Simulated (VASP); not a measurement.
GaSb3, 4 atoms in the cell. It takes space group Fm-3m (No. 225, cubic). Conventional cell: a = 7.559 Å, b = 7.559 Å, c = 7.559 Å, α = 90.00°, β = 90.00°, γ = 90.00°. Sb (site symmetry m-3m) has 8 Sb at 3.27 Å and 6 Ga at 3.78 Å within 4.3 Å. Sb (site symmetry -43m) has 4 Ga at 3.27 Å and 10 Sb at 3.27 to 3.78 Å within 4.3 Å. Within 4.3 Å of Ga (site symmetry m-3m) lie 14 Sb at 3.27 to 3.78 Å. 

| Property | Result |
| --- | --- |
| Program | VASP 6.6.1 |
| Task | single point |
| Functional | r2SCAN |
| Potentials or basis | VASP PAW PBE potentials, release 64 (Sb, Ga_d) |
| Cutoff | 550 eV |
| k mesh | 6 × 6 × 6 |
| Occupations | fermi-dirac, width 0.05 eV |
| Spin | no spin polarisation |
| Dipole correction | no |
| Further INCAR settings | ALGO = Normal; EDIFF = 1e-06; NBANDS = 22 |

Potentials or basis: VASP PAW PBE potentials, release 64 (Sb, Ga_d).

Command:

```bash
$ cat potpaw_PBE.64/Sb/POTCAR potpaw_PBE.64/Ga_d/POTCAR > POTCAR
$ cp INCAR.step1 INCAR
$ mpirun -np 1 vasp_std > vasp.out
$ cp INCAR.step2 INCAR
$ mpirun -np 1 vasp_std > vasp.out
```

Hardware: 1 thread of Intel Xeon 6975P-C (shared host).

How long does it take, and how much memory?

It took 3.9 min on 1 thread of Intel Xeon 6975P-C, on a shared host, peak memory 0.3 GiB. Counts: k points 16.
